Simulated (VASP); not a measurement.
# InAs (Fm-3m) in VASP: density of states with PBEsol

Aim: the density of states of InAs with PBEsol.

Program: VASP 6.6.1. These are calculated values, not measurements. Logs are shortened: lines on timing, memory, paths and dates and some standing lists are left out, and cuts for length are marked.

**1. The cell of the first run**

It takes space group Fm-3m (No. 225, cubic). The conventional cell has a = 5.755 Å, b = 5.755 Å, c = 5.755 Å, α = 90.00°, β = 90.00°, γ = 90.00°. In (site symmetry m-3m) has 6 As at 2.88 Å within 3.8 Å. As (site symmetry m-3m) has 6 In at 2.88 Å within 3.8 Å.

**2. Density of states, PBEsol**

POSCAR reads:

```
InAs
1.0
    0.0000000000      2.8773040000      2.8773040000
    2.8773040000      0.0000000000      2.8773040000
    2.8773040000      2.8773040000      0.0000000000
In As
1 1
Direct
    0.5000000000      0.5000000000      0.5000000000
    0.0000000000      0.0000000000      0.0000000000
```

INCAR.step1 reads:

```
SYSTEM = InAs
  PREC = Accurate
  ENCUT = 400
  EDIFF = 1E-6
  ISMEAR = -1
  SIGMA = 0.05
  LREAL = .FALSE.
  LASPH = .TRUE.
  NELM = 120
  ALGO = Normal
  ISIF = 2
  LWAVE = .FALSE.
  LCHARG = .TRUE.
  GGA = PS
  NBANDS = 16
  GGA_COMPAT = .FALSE.
  NEDOS = 2001
  LORBIT = 11
```

KPOINTS.step1 reads:

```
regular mesh
0
G
  6 6 6
  0 0 0
```

INCAR.step2 reads:

```
SYSTEM = InAs
  PREC = Accurate
  ENCUT = 400
  EDIFF = 1E-6
  ISMEAR = -5
  SIGMA = 0.05
  LREAL = .FALSE.
  LASPH = .TRUE.
  NELM = 120
  ALGO = Normal
  ISIF = 2
  LWAVE = .FALSE.
  LCHARG = .FALSE.
  GGA = PS
  LORBIT = 10
  NBANDS = 16
  NEDOS = 1001
  ICHARG = 11
  GGA_COMPAT = .FALSE.
```

KPOINTS.step2 reads:

```
regular mesh
0
G
  9 9 9
  0 0 0
```

Potentials or basis: VASP PAW PBE potentials, release 64 (In_d, As).

Run with:

```
$ cat potpaw_PBE.64/In_d/POTCAR potpaw_PBE.64/As/POTCAR > POTCAR
$ cp INCAR.step1 INCAR
$ cp KPOINTS.step1 KPOINTS
$ mpirun -np 1 vasp_std > vasp.out
$ cp INCAR.step2 INCAR
$ cp KPOINTS.step2 KPOINTS
$ mpirun -np 1 vasp_std > vasp.out
```

OUTCAR:

```text
SYSTEM = InAs
   PREC = Accurate
   ENCUT = 400
   EDIFF = 1E-6
   ISMEAR = -5
   LREAL = .FALSE.
   LASPH = .TRUE.
   NELM = 120
   ISIF = 2
   GGA = PS
   LORBIT = 10
   ICHARG = 11

 ion  position               nearest neighbor table
   1  0.500  0.500  0.500-   2 2.88   2 2.88   2 2.88   2 2.88   2 2.88   2 2.88
   2  0.000  0.000  0.000-   1 2.88   1 2.88   1 2.88   1 2.88   1 2.88   1 2.88

  LATTYP: Found a face centered cubic cell.
 ALAT       =     5.7546080000

  Lattice vectors:

 A1 = (   0.0000000000,   2.8773040000,   2.8773040000)
 A2 = (   2.8773040000,   0.0000000000,   2.8773040000)
 A3 = (   2.8773040000,   2.8773040000,   0.0000000000)

Analysis of symmetry for initial positions (statically):
=====================================================================
 Subroutine PRICEL returns:
 Original cell was already a primitive cell.

 Routine SETGRP: Setting up the symmetry group for a
 face centered cubic supercell.

 Subroutine GETGRP returns: Found 48 space group operations
 (whereof 48 operations were pure point group operations)
 out of a pool of 48 trial point group operations.

The static configuration has the point symmetry O_h .

Analysis of symmetry for dynamics (positions and initial velocities):
=====================================================================
 Subroutine PRICEL returns:
 Original cell was already a primitive cell.

 Routine SETGRP: Setting up the symmetry group for a
 face centered cubic supercell.

 Subroutine GETGRP returns: Found 48 space group operations
 (whereof 48 operations were pure point group operations)
 out of a pool of 48 trial point group operations.

The dynamic configuration has the point symmetry O_h .

 Subroutine INISYM returns: Found 48 space group operations
 (whereof 48 operations are pure point group operations),
 and found     1 'primitive' translations

----------------------------------------------------------------------------------------

                                     Primitive cell

  volume of cell :      47.6417

  direct lattice vectors                    reciprocal lattice vectors
     0.000000000  2.877304000  2.877304000    -0.173773783  0.173773783  0.173773783
     2.877304000  0.000000000  2.877304000     0.173773783 -0.173773783  0.173773783
     2.877304000  2.877304000  0.000000000     0.173773783  0.173773783 -0.173773783

  length of vectors
     4.069122340  4.069122340  4.069122340     0.300985021  0.300985021  0.300985021
[... 83 lines left out ...]
   EDIFF  = 0.1E-05   stopping-criterion for ELM
   LREAL  =      F    real-space projection
   EDIFFG = 0.1E-04   stopping-criterion for IOM
   NSW    =      0    number of steps for IOM
   IBRION =     -1    ionic relax: 0-MD 1-quasi-New 2-CG
   NFREE  =      0    steps in history (QN), initial steepest desc. (CG)
   ISIF   =      2    stress and relaxation
   ISYM   =      2    0-nonsym 1-usesym 2-fastsym
   POTIM  = 0.5000    time-step for ionic-motion
   TEBEG  =    0.0;   TEEND  =   0.0 temperature during run
   PSTRESS=    0.0 pullay stress
   NELECT =      18.0000    total number of electrons
   NUPDOWN=      -1.0000    fix difference up-down
   EMIN   =  10.00;   EMAX   =-10.00  energy-range for DOS
   EFERMI =   0.00;   METHOD = LEGACY
   ISMEAR =    -5;   SIGMA  =   0.05  broadening in eV -4-tet -1-fermi 0-gaus
   EFERMI_NEDOS =   21; number of points for ismear=-14 and -15
   IALGO  =     38    algorithm
   IMIX   =      4    mixing-type and parameters
     AMIX     =   0.40;   BMIX     =  1.00
     AMIX_MAG =   1.60;   BMIX_MAG =  1.00
  volume/ion in A,a.u.               =      23.82       160.75
  Fermi-wavevector in a.u.,A,eV,Ry     =   1.183505  2.236499 19.057448  1.400683
  Thomas-Fermi vector in A             =   2.319738
   LORBIT       =     10    0 simple, 1 ext, 2 COOP (PROOUT), +10 PAW based schemes
   GGA     = PS    functional components
   LHFCALC =     F    Hartree Fock is set to
   AEXX    =    0.0000 exact exchange contribution
   IVDW    =     0    specifies the selected vdW correction
   LEPSILON=     F    determine dielectric tensor
   LRPA    =     F    only Hartree local field effects (RPA)
 non-spin polarized calculation
 Fermi weights with tetrahedron method with Bloechl corrections
  energy-cutoff  :      400.00
  volume of cell :       47.64
 maximum number of plane-waves:       893

 number of electron      18.0000007 magnetization

 Free energy of the ion-electron system (eV)
  ---------------------------------------------------
  ext. energy  EPLUGINS =         0.00000000
  ---------------------------------------------------
  free energy    TOTEN  =        -8.19634707 eV

  energy without entropy =       -8.19634707  energy(sigma->0) =       -8.19634707

 E-fermi :   5.6944     XC(G=0): -10.2485

 val. band max:        5.9551966787   @ k =   0.4444   0.0000   0.0000
 cond. band min:       5.4694193916   @ k =  -0.4444   0.3333   0.0000
 fundamental gap:     -0.4857772871
 Fermi energy:         5.6943848993

 k-point     1 :       0.0000    0.0000    0.0000
  band No.  band energies     occupation
      1      -8.4510      2.00000
      2      -8.4510      2.00000
      3      -8.4271      2.00000
      4      -8.4271      2.00000
      5      -8.4271      2.00000
      6      -6.3294      2.00000
[... 433 lines left out ...]
      3      -8.4184      2.00000
      4      -8.3495      2.00000
      5      -8.3495      2.00000
      6      -3.9064      2.00000
[... 8 lines left out ...]
     15      18.5103      0.00000
     16      20.2347      0.00000

 [... further k-points ...]
[... 5 lines left out ...]
  --------------------------------------------------------------------------------------
  -------------------------------------------------------------------------------------
  Total       -1.5527102     -1.5527102     -1.5527102      0.0000000     -0.0000000      0.0000000
  in kB      -52.2172199    -52.2172199    -52.2172199      0.0000000     -0.0000000      0.0000000
  external PRESSURE =     -52.2172199 kB  Pullay stress =       0.0000000 kB

 VOLUME and BASIS-vectors are now :
 -----------------------------------------------------------------------------
  energy-cutoff  :      400.00
  volume of cell :       47.64
      direct lattice vectors                 reciprocal lattice vectors
     0.000000000  2.877304000  2.877304000    -0.173773783  0.173773783  0.173773783
     2.877304000  0.000000000  2.877304000     0.173773783 -0.173773783  0.173773783
     2.877304000  2.877304000  0.000000000     0.173773783  0.173773783 -0.173773783

 POSITION                                       TOTAL-FORCE (eV/Angst)
 -----------------------------------------------------------------------------------
      2.87730      2.87730      2.87730        -0.000000     -0.000000     -0.000000
      0.00000      0.00000      0.00000         0.000000      0.000000      0.000000
 -----------------------------------------------------------------------------------
    total drift:                                0.000000      0.000000      0.000000

  FREE ENERGIE OF THE ION-ELECTRON SYSTEM (eV)
  ---------------------------------------------------
  free  energy   TOTEN  =        -8.1963470708 eV

  energy  without entropy=       -8.1963470708  energy(sigma->0) =       -8.19634707

 total charge

# of ion       s       p       d       tot
------------------------------------------
    1        0.864   0.556   9.881  11.300
    2        1.267   1.440   0.022   2.729
--------------------------------------------------
tot          2.131   1.996   9.903  14.029
```

OSZICAR.step1:

```text
N       E                     dE             d eps       ncg     rms          rms(c)
DAV:   1     0.917814142849E+02    0.91781E+02   -0.79385E+03   528   0.113E+03
DAV:   2    -0.311141457719E+01   -0.94893E+02   -0.91659E+02   552   0.263E+02
DAV:   3    -0.829012814618E+01   -0.51787E+01   -0.51384E+01   648   0.617E+01
DAV:   4    -0.839165778125E+01   -0.10153E+00   -0.10150E+00   624   0.916E+00
DAV:   5    -0.839598318386E+01   -0.43254E-02   -0.43254E-02   736   0.168E+00    0.353E+00
DAV:   6    -0.823332769689E+01    0.16266E+00   -0.26881E-01   720   0.946E+00    0.187E+00
DAV:   7    -0.821919727932E+01    0.14130E-01   -0.58029E-02   768   0.276E+00    0.552E-01
DAV:   8    -0.821801978835E+01    0.11775E-02   -0.46789E-03   680   0.925E-01    0.132E-01
DAV:   9    -0.821798734524E+01    0.32443E-04   -0.35846E-04   704   0.250E-01    0.710E-02
DAV:  10    -0.821798371560E+01    0.36296E-05   -0.22011E-05   720   0.399E-02    0.451E-02
DAV:  11    -0.821798310849E+01    0.60710E-06   -0.20169E-06   648   0.143E-02
   1 F= -.82179831E+01 E0= -.82114138E+01  d E =-.131386E-01
```

It took 34 s on 1 thread of Intel Xeon 8259CL, shared host; peak memory 0.15 GiB.

Results:

```yaml
Valence_electrons_inside_the_program's_atomic_spheres: In 11.30; As 2.73
```

Levels at points of the mesh, in eV from the Fermi level:
```tsv
k point	band 6	band 7	band 8	band 9	band 10	band 11	band 12	band 13
(0.00, 0.00, 0.00)	-12.02	-0.63	-0.10	-0.10	-0.10	7.23	7.23	7.23
```

Caveat: the PAW data sets were made with another functional, which shifts forces and pressure a little; spin-orbit coupling is left out, which moves the levels of the heavy elements; tetrahedron occupations give inexact forces and stress in metals.
